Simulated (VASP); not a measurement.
# C in VASP: single point with PBEsol

Aim: the single point of C with PBEsol.

Everything below comes from runs of VASP 6.6.1. Logs are shortened: lines on timing, memory, paths and dates and some standing lists are left out, and cuts for length are marked.

### Step 1. The cell of the first run

The cell holds a slab with vacuum, 6 atoms: a = 2.513 Å, b = 2.513 Å, c = 20.442 Å, α = 90.00°, β = 90.00°, γ = 90.00°.

### Step 2. Single point, PBEsol

The input, INCAR:

```
PREC = Accurate
ENCUT = 520
EDIFF = 1E-6
ISMEAR = -1
SIGMA = 0.02
LREAL = False
LASPH = True
NELM = 80
ALGO = Normal
ISIF = 2
LWAVE = False
LCHARG = True
GGA = PS
LELF = True
LVHAR = True
NBANDS = 21
```

The input, KPOINTS:

```
Automatic mesh
0
Gamma
  12 12 1
```

The input, POSCAR:

```
C
1.0
    2.5129241670      0.0000000000      0.0000000000
    0.0000000000      2.5129241670      0.0000000000
    0.0000000000      0.0000000000     20.4423000000
C
6
Direct
    0.7500000000      0.0000000000      0.3952345691
    0.2500000000      0.0000000000      0.4331214893
    0.2500000000      0.5000000000      0.4790201954
    0.7500000000      0.5000000000      0.5209798052
    0.7500000000      0.0000000000      0.5668785103
    0.2500000000      0.0000000000      0.6047654307
```

Potentials or basis: VASP PAW PBE potentials, release 64 (C).

Run with:

```console
> cat potpaw_PBE.64/C/POTCAR > POTCAR
> mpirun -np 1 vasp_std > vasp.out
```

OUTCAR:

```text
PREC = Accurate
   ENCUT = 520
   EDIFF = 1E-6
   ISMEAR = -1
   LREAL = False
   LASPH = True
   NELM = 80
   ISIF = 2
   GGA = PS

 ion  position               nearest neighbor table
   1  0.750  0.000  0.395-   2 1.48   2 1.48
   2  0.250  0.000  0.433-   1 1.48   1 1.48   3 1.57   3 1.57
   3  0.250  0.500  0.479-   4 1.52   4 1.52   2 1.57   2 1.57
   4  0.750  0.500  0.521-   3 1.52   3 1.52   5 1.57   5 1.57
   5  0.750  0.000  0.567-   6 1.48   6 1.48   4 1.57   4 1.57
   6  0.250  0.000  0.605-   5 1.48   5 1.48

  LATTYP: Found a simple tetragonal cell.
 ALAT       =     2.5129241670
 C/A-ratio  =     8.1348654561

  Lattice vectors:

 A1 = (   2.5129241670,   0.0000000000,   0.0000000000)
 A2 = (   0.0000000000,   2.5129241670,   0.0000000000)
 A3 = (   0.0000000000,   0.0000000000,  20.4423000000)

Analysis of symmetry for initial positions (statically):
=====================================================================
 Subroutine PRICEL returns:
 Original cell was already a primitive cell.

 Routine SETGRP: Setting up the symmetry group for a
 simple tetragonal supercell.

 Subroutine GETGRP returns: Found  8 space group operations
 (whereof  4 operations were pure point group operations)
 out of a pool of 16 trial point group operations.

The static configuration has the point symmetry C_2h.
 The point group associated with its full space group is D_2h.

Analysis of symmetry for dynamics (positions and initial velocities):
=====================================================================
 Subroutine PRICEL returns:
 Original cell was already a primitive cell.

 Routine SETGRP: Setting up the symmetry group for a
 simple tetragonal supercell.

 Subroutine GETGRP returns: Found  8 space group operations
 (whereof  4 operations were pure point group operations)
 out of a pool of 16 trial point group operations.

The dynamic configuration has the point symmetry C_2h.
 The point group associated with its full space group is D_2h.

 Subroutine INISYM returns: Found  8 space group operations
 (whereof  4 operations are pure point group operations),
 and found     1 'primitive' translations

----------------------------------------------------------------------------------------

                                     Primitive cell

  volume of cell :     129.0888

  direct lattice vectors                    reciprocal lattice vectors
     2.512924167  0.000000000  0.000000000     0.397942768  0.000000000  0.000000000
     0.000000000  2.512924167  0.000000000     0.000000000  0.397942768  0.000000000
     0.000000000  0.000000000 20.442300000     0.000000000  0.000000000  0.048918175

  length of vectors
     2.512924167  2.512924167 20.442300000     0.397942768  0.397942768  0.048918175

  position of ions in fractional coordinates (direct lattice)
     0.750000000  0.000000000  0.395234569
     0.250000000  0.000000000  0.433121489
     0.250000000  0.500000000  0.479020195
     0.750000000  0.500000000  0.520979805
     0.750000000  0.000000000  0.566878510
     0.250000000  0.000000000  0.604765431

  ion indices of the primitive-cell ions
   primitive index   ion index
                 1           1
                 2           2
                 3           3
                 4           4
                 5           5
                 6           6

----------------------------------------------------------------------------------------

 KPOINTS: Automatic mesh

Automatic generation of k-mesh.
 Grid dimensions read from file:
 generate k-points for:   12   12    1

 Generating k-lattice:

  Cartesian coordinates                     Fractional coordinates (reciprocal lattice)
     0.033161897  0.000000000  0.000000000     0.083333333  0.000000000  0.000000000
     0.000000000  0.033161897  0.000000000     0.000000000  0.083333333  0.000000000
     0.000000000  0.000000000  0.048918175     0.000000000  0.000000000  1.000000000

  Length of vectors
     0.033161897  0.033161897  0.048918175

  Shift w.r.t. Gamma in fractional coordinates (k-lattice)
     0.000000000  0.000000000  0.000000000

 Subroutine IBZKPT returns following result:
 ===========================================

 Found     49 irreducible k-points:

 Following reciprocal coordinates:
            Coordinates               Weight
  0.000000  0.000000  0.000000      1.000000
  0.083333  0.000000  0.000000      2.000000
  0.000000  0.083333  0.000000      2.000000
  0.166667  0.000000  0.000000      2.000000
  0.000000  0.166667  0.000000      2.000000
  0.250000  0.000000  0.000000      2.000000
[... 16 lines left out ...]
  0.500000  0.083333  0.000000      2.000000
 -0.083333  0.500000  0.000000      2.000000
 [... further k-points ...]
   k-points           NKPTS =     49   k-points in BZ     NKDIM =     49   number of bands    NBANDS=     21
   number of dos      NEDOS =    301   number of ions     NIONS =      6
   total plane-waves  NPLWV =  64000
   dimension x,y,z NGX =    20 NGY =   20 NGZ =  160
   dimension x,y,z NGXF=    40 NGYF=   40 NGZF=  320
   ions per type =               6
   NGX,Y,Z   is equivalent  to a cutoff of  13.23, 13.23, 13.01 a.u.
   NGXF,Y,Z  is equivalent  to a cutoff of  26.46, 26.46, 26.02 a.u.
 SYSTEM =  unknown system
   PREC   = accura    normal or accurate (medium, high low for compatibility)
   ISTART =      0    job   : 0-new  1-cont  2-samecut
   ICHARG =      2    charge: 1-file 2-atom 10-const
   ISPIN  =      1    spin polarized calculation?
   LNONCOLLINEAR =      F non collinear calculations
   LSORBIT =      F    spin-orbit coupling
   LASPH  =      T    aspherical Exc in radial PAW
   ENCUT  =  520.0 eV  38.22 Ry    6.18 a.u.   4.67  4.67 38.01*2*pi/ulx,y,z
   NELM   =     80;   NELMIN=  2; NELMDL= -5     # of ELM steps
   EDIFF  = 0.1E-05   stopping-criterion for ELM
   LREAL  =      F    real-space projection
   EDIFFG = 0.1E-04   stopping-criterion for IOM
   NSW    =      0    number of steps for IOM
   IBRION =     -1    ionic relax: 0-MD 1-quasi-New 2-CG
   NFREE  =      0    steps in history (QN), initial steepest desc. (CG)
   ISIF   =      2    stress and relaxation
   ISYM   =      2    0-nonsym 1-usesym 2-fastsym
   POTIM  = 0.5000    time-step for ionic-motion
   TEBEG  =    0.0;   TEEND  =   0.0 temperature during run
   PSTRESS=    0.0 pullay stress
   NELECT =      24.0000    total number of electrons
   NUPDOWN=      -1.0000    fix difference up-down
   EMIN   =  10.00;   EMAX   =-10.00  energy-range for DOS
   EFERMI =   0.00;   METHOD = LEGACY
   ISMEAR =    -1;   SIGMA  =   0.02  broadening in eV -4-tet -1-fermi 0-gaus
   EFERMI_NEDOS =   21; number of points for ismear=-14 and -15
   IALGO  =     38    algorithm
   IMIX   =      4    mixing-type and parameters
     AMIX     =   0.40;   BMIX     =  1.00
     AMIX_MAG =   1.60;   BMIX_MAG =  1.00
  volume/ion in A,a.u.               =      21.51       145.19
  Fermi-wavevector in a.u.,A,eV,Ry     =   0.934363  1.765690 11.878357  0.873035
  Thomas-Fermi vector in A             =   2.061160
   LORBIT       =      0    0 simple, 1 ext, 2 COOP (PROOUT), +10 PAW based schemes
   GGA     = PS    functional components
   LHFCALC =     F    Hartree Fock is set to
   AEXX    =    0.0000 exact exchange contribution
   IVDW    =     0    specifies the selected vdW correction
   LEPSILON=     F    determine dielectric tensor
   LRPA    =     F    only Hartree local field effects (RPA)
 non-spin polarized calculation
  energy-cutoff  :      520.00
  volume of cell :      129.09
 maximum number of plane-waves:      3537
   NGX =  9   NGY =  9   NGZ = 77

 number of electron      24.0000004 magnetization

 Free energy of the ion-electron system (eV)
  ---------------------------------------------------
  ext. energy  EPLUGINS =         0.00000000
  ---------------------------------------------------
  free energy    TOTEN  =       -50.79362671 eV

  energy without entropy =      -50.79078782  energy(sigma->0) =      -50.79220726

 E-fermi :  -2.7067     XC(G=0):  -4.5539

 val. band max:       -2.7132679813   @ k =   0.4167   0.4167   0.0000
 cond. band min:      -2.6658294437   @ k =  -0.0833   0.5000   0.0000
 fundamental gap:      0.0474385377
 Fermi energy:        -2.7066788896

 k-point     1 :       0.0000    0.0000    0.0000
  band No.  band energies     occupation
      1     -23.7746      2.00000
      2     -21.2046      2.00000
      3     -17.2287      2.00000
      4     -12.2742      2.00000
      5      -9.0016      2.00000
      6      -8.3039      2.00000
[... 13 lines left out ...]
     20       5.1836      0.00000
     21       5.4794      0.00000

 k-point     2 :       0.0833    0.0000    0.0000
  band No.  band energies     occupation
      1     -23.6471      2.00000
      2     -21.0836      2.00000
      3     -17.1132      2.00000
      4     -12.2705      2.00000
      5      -9.6024      2.00000
      6      -8.1988      2.00000
[... 13 lines left out ...]
     20       5.1507      0.00000
     21       5.6124      0.00000

 k-point     3 :       0.0000    0.0833    0.0000
  band No.  band energies     occupation
      1     -23.6468      2.00000
      2     -21.0851      2.00000
      3     -17.1507      2.00000
      4     -12.2110      2.00000
      5      -9.1627      2.00000
      6      -8.9076      2.00000
[... 13 lines left out ...]
     20       5.3457      0.00000
     21       5.5437      0.00000

 k-point     4 :       0.1667    0.0000    0.0000
  band No.  band energies     occupation
      1     -23.2657      2.00000
      2     -20.7232      2.00000
      3     -16.7674      2.00000
      4     -12.5884      2.00000
      5     -10.5894      2.00000
      6      -9.7169      2.00000
[... 13 lines left out ...]
     20       5.7338      0.00000
     21       6.2528      0.00000

 k-point     5 :       0.0000    0.1667    0.0000
  band No.  band energies     occupation
      1     -23.2648      2.00000
      2     -20.7304      2.00000
      3     -16.9493      2.00000
      4     -12.0766      2.00000
      5     -10.7578      2.00000
      6      -8.6321      2.00000
[... 13 lines left out ...]
     20       5.7248      0.00000
     21       5.8157      0.00000

 k-point     6 :       0.2500    0.0000    0.0000
  band No.  band energies     occupation
      1     -22.6341      2.00000
      2     -20.1342      2.00000
      3     -16.1936      2.00000
      4     -13.9256      2.00000
      5     -11.5447      2.00000
      6     -10.6432      2.00000
[... 13 lines left out ...]
     20       6.4446      0.00000
     21       7.1260      0.00000

 k-point     7 :       0.0000    0.2500    0.0000
  band No.  band energies     occupation
      1     -22.6333      2.00000
      2     -20.1550      2.00000
      3     -16.7739      2.00000
      4     -12.3593      2.00000
      5     -12.1669      2.00000
      6      -9.4512      2.00000
[... 13 lines left out ...]
     20       5.9852      0.00000
     21       6.4823      0.00000
[... 291 lines left out ...]
      1     -21.6374      2.00000
      2     -19.2829      2.00000
      3     -16.9406      2.00000
      4     -13.1972      2.00000
      5     -12.9529      2.00000
      6      -9.7956      2.00000
[... 13 lines left out ...]
     20       6.9552      0.00000
     21       7.2335      0.00000

 k-point    21 :       0.4167    0.0833    0.0000
  band No.  band energies     occupation
      1     -20.5449      2.00000
      2     -18.5929      2.00000
      3     -16.8007      2.00000
      4     -14.9450      2.00000
      5     -14.3091      2.00000
      6     -11.7137      2.00000
[... 13 lines left out ...]
     20       7.3219      0.00000
     21       8.1048      0.00000

 k-point    22 :      -0.0833    0.4167    0.0000
  band No.  band energies     occupation
      1     -20.5489      2.00000
      2     -18.4735      2.00000
      3     -17.9598      2.00000
      4     -14.1313      2.00000
      5     -13.2084      2.00000
      6      -9.7646      2.00000
[... 13 lines left out ...]
     20       7.7641      0.00000
     21       8.0559      0.00000

 k-point    23 :       0.5000    0.0833    0.0000
  band No.  band energies     occupation
      1     -19.3152      2.00000
      2     -19.3152      2.00000
      3     -16.3320      2.00000
      4     -16.3320      2.00000
      5     -13.1039      2.00000
      6     -13.1039      2.00000
[... 13 lines left out ...]
     20       7.1295      0.00000
     21       9.1055      0.00000

 k-point    24 :      -0.0833    0.5000    0.0000
  band No.  band energies     occupation
      1     -19.3744      2.00000
      2     -19.1873      2.00000
      3     -18.0379      2.00000
      4     -14.7261      2.00000
      5     -13.0053      2.00000
      6     -10.2595      2.00000
[... 13 lines left out ...]
     20       8.1314      0.00000
     21       8.6842      0.00000

 [... further k-points ...]

------------------------ aborting loop because EDIFF is reached ----------------------------------------

  FORCE on cell =-STRESS in cart. coord.  units (eV):
  Direction    XX          YY          ZZ          XY          YZ          ZX
  --------------------------------------------------------------------------------------
  -------------------------------------------------------------------------------------
  Total       -0.4211344     -6.4728982      0.1922848      0.0000000      0.0000000      0.0000000
  in kB       -5.2268836    -80.3379666      2.3865309      0.0000000      0.0000000      0.0000000
  external PRESSURE =     -27.7261064 kB  Pullay stress =       0.0000000 kB

 VOLUME and BASIS-vectors are now :
 -----------------------------------------------------------------------------
  energy-cutoff  :      520.00
  volume of cell :      129.09
      direct lattice vectors                 reciprocal lattice vectors
     2.512924167  0.000000000  0.000000000     0.397942768  0.000000000  0.000000000
     0.000000000  2.512924167  0.000000000     0.000000000  0.397942768  0.000000000
     0.000000000  0.000000000 20.442300000     0.000000000  0.000000000  0.048918175

 POSITION                                       TOTAL-FORCE (eV/Angst)
 -----------------------------------------------------------------------------------
      1.88469      0.00000      8.07950         0.000000     -0.000000     -0.060324
      0.62823      0.00000      8.85400         0.000000     -0.000000      0.012227
      0.62823      1.25646      9.79227        -0.000000      0.000000     -0.008528
      1.88469      1.25646     10.65003         0.000000     -0.000000      0.008528
      1.88469      0.00000     11.58830         0.000000     -0.000000     -0.012227
      0.62823      0.00000     12.36280         0.000000     -0.000000      0.060324
 -----------------------------------------------------------------------------------
    total drift:                                0.000000      0.000000     -0.000000

  FREE ENERGIE OF THE ION-ELECTRON SYSTEM (eV)
  ---------------------------------------------------
  free  energy   TOTEN  =       -50.7936267072 eV

  energy  without entropy=      -50.7907878196  energy(sigma->0) =      -50.79220726
```

Run time: 3.2 min. Hardware: 1 thread of Intel Xeon Platinum 8259CL at 2.50GHz (Skylake/Cascade Lake), shared host; peak memory 0.27 GiB.

What came out:

- Free energy: -50.7936 eV
- Largest force: 0.060 eV/Å
- Band gap on the k mesh: zero (band 12 reaches -2.31 eV, above the bottom of band 13 at -3.07 eV)

Forces in eV/Å, atoms in the order of the input:
```
C    0.000  0.000 -0.060
C    0.000  0.000  0.012
C    0.000  0.000 -0.009
C    0.000  0.000  0.009
C    0.000  0.000 -0.012
C    0.000  0.000  0.060
```

Caveat: the PAW data sets were made with another functional, which shifts forces and pressure a little.
